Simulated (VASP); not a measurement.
Set up this calculation in VASP 6.6.1, as the native input.

```
Task                   : relaxation of shape and atoms at fixed volume
Functional             : PBEsol
Potentials or basis    : VASP PAW PBE potentials, release 64 (Cd, Se)
Cutoff                 : 600 eV
k mesh                 : 10 × 10 × 6
Occupations            : gaussian, width 0.05 eV
Spin                   : no spin polarisation
Dipole correction      : no
Further INCAR settings : ALGO = Normal; EDIFF = 1e-06; IBRION = 2; EDIFFG = -0.01; NSW = 60; ISIF = 4
```

The structure of CdSe lies in POSCAR:

```
CdSe
1.0
    4.3575573999      0.0000000000      0.0000000000
   -2.1787786999      3.7737554068      0.0000000000
    0.0000000000      0.0000000000      7.1146569975
Cd Se
2 2
Direct
    0.3333333333      0.6666666667      0.0046962241
    0.6666666667      0.3333333333      0.5046962241
    0.3333333333      0.6666666667      0.3803037759
    0.6666666667      0.3333333333      0.8803037759
```

One way to write it, as run:

INCAR

```
SYSTEM = CdSe
  PREC = Accurate
  ENCUT = 600
  EDIFF = 1E-6
  ISMEAR = 0
  SIGMA = 0.05
  LREAL = .FALSE.
  LASPH = .TRUE.
  NELM = 100
  ALGO = Normal
  ISIF = 4
  LWAVE = .FALSE.
  LCHARG = .FALSE.
  GGA = PS
  IBRION = 2
  NSW = 60
  EDIFFG = -0.01
```

KPOINTS

```
Automatic mesh
0
G
  10 10 6
  0 0 0
```

Potentials or basis: VASP PAW PBE potentials, release 64 (Cd, Se).

The run is started by

```bash
$ cat potpaw_PBE.64/Cd/POTCAR potpaw_PBE.64/Se/POTCAR > POTCAR
$ mpirun -np 1 vasp_std > vasp.out
```

Results of the run:

```json
{
 "Pressure after relaxing": "-1.6 GPa",
 "Largest force after relaxing": "0.004 eV/Å",
 "Band gap on the k mesh": "0.46 eV"
}
```

Caveat: the relaxation stopped at its first step, so nothing moved; semilocal functionals underestimate gaps, and a narrow one can read as zero; the PAW data sets were made with another functional, which shifts forces and pressure a little.

It took 2.7 min on 1 thread of Intel Xeon 8259CL, on a shared host, peak memory 0.36 GiB.
